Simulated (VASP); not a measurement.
## FeGe: single point with PBEsol

The system is FeGe.

```xyz
8
Lattice="4.6890 0.0000 0.0000 0.0000 4.6890 0.0000 0.0000 0.0000 4.6890" Properties=species:S:1:pos:R:3 pbc="T T T"
Ge    3.9481    3.9481    3.9481
Ge    3.0854    0.7409    1.6036
Ge    1.6036    3.0854    0.7409
Ge    0.7409    1.6036    3.0854
Fe    0.6330    0.6330    0.6330
Fe    1.7115    4.0560    2.9775
Fe    2.9775    1.7115    4.0560
Fe    4.0560    2.9775    1.7115
```

```
Program             : VASP 6.6.1
Task                : single point
Functional          : PBEsol
Potentials or basis : VASP PAW PBE potentials, release 64 (Ge_d, Fe)
Cutoff              : 600 eV
k mesh              : 5 × 5 × 5
Occupations         : fermi-dirac, width 0.1 eV
Spin                : collinear spin, ferromagnetic start
Starting moments    : [0.0, 0.0, 0.0, 0.0, 4.0, 4.0, 4.0, 4.0] μB
```

| Quantity | Value |
| --- | --- |
| Pressure | -9.4 GPa |
| Largest force | 0.119 eV/Å |
| Net moment | 4.26 μB per cell |
| Site moments | Ge -0.08; Fe +1.18 μB |
| Valence electrons inside the program's atomic spheres | Ge 12.46; Fe 7.32 |

Forces on the atoms (eV/Å):
```
Ge  -0.048 -0.048 -0.048
Ge   0.048  0.048 -0.048
Ge  -0.048  0.048  0.048
Ge   0.048 -0.048  0.048
Fe  -0.069 -0.069 -0.069
Fe   0.069  0.069 -0.069
Fe  -0.069  0.069  0.069
Fe   0.069 -0.069  0.069
```

Levels at points of the mesh, in eV from the Fermi level:
Spin up:
```tsv
k point	band 43	band 44	band 45	band 46	band 47	band 48	band 49	band 50
(0.00, 0.00, 0.00)	-0.85	-0.85	-0.29	-0.29	-0.29	1.74	1.74	1.74
```
Spin down:
| k point | band 39 | band 40 | band 41 | band 42 | band 43 | band 44 | band 45 | band 46 |
| --- | --- | --- | --- | --- | --- | --- | --- | --- |
| (0.00, 0.00, 0.00) | -1.34 | 0.15 | 0.15 | 0.15 | 0.29 | 0.29 | 0.93 | 0.93 |

It took 90 s on 1 thread of Intel(R) Xeon(R) 6975P-C (Granite Rapids), with other jobs on the host, peak memory 0.35 GiB.

Caveat: the PAW data sets were made with another functional, which shifts forces and pressure a little; the moment fell far below its start of 4 μB, so a state of higher moment may lie lower in energy.
